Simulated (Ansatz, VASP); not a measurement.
**Two plane-wave programs on CaSe**

```xyz
2
Lattice="0.0000 2.9675 2.9097 2.9675 0.0000 2.9097 2.9675 2.9675 0.0000" Properties=species:S:1:pos:R:3 pbc="T T T"
Ca    0.0000    0.0000    0.0000
Se    2.9675    2.9675    2.9097
```

Change from the starting cell: uniaxial_z strain -1.9%.

Alike in both runs: task single point; functional r2SCAN; k mesh 8 × 8 × 8; no spin polarisation.

```csv
,VASP,Ansatz
version,VASP 6.6.1,Ansatz 0.2.0
potentials or method,"VASP PAW PBE potentials, release 64 (Ca_sv, Se)","plane waves, PAW"
plane-wave cutoff (eV),550,500
occupations,"gaussian, width 0.01 eV",fixed
valence electrons in the cell,16,26
```

Ansatz gave:

```
gap on the k mesh at the Fermi level (eV)                     : 2.45
pressure (GPa)                                                : 1.1
traceless stress, the component that is largest in VASP (GPa) : 1.44
```

**Question.** What did VASP give for the same quantities?

**Answer.** gap on the k mesh at the Fermi level (eV): 2.45; pressure (GPa): 1.4; traceless stress, the component that is largest in VASP (GPa): 1.48.

VASP's potentials were made for PBE, not for r2SCAN. VASP's potentials hold 16 valence electrons a cell and Ansatz's 26, so a difference there can come from the potentials and not from the codes.
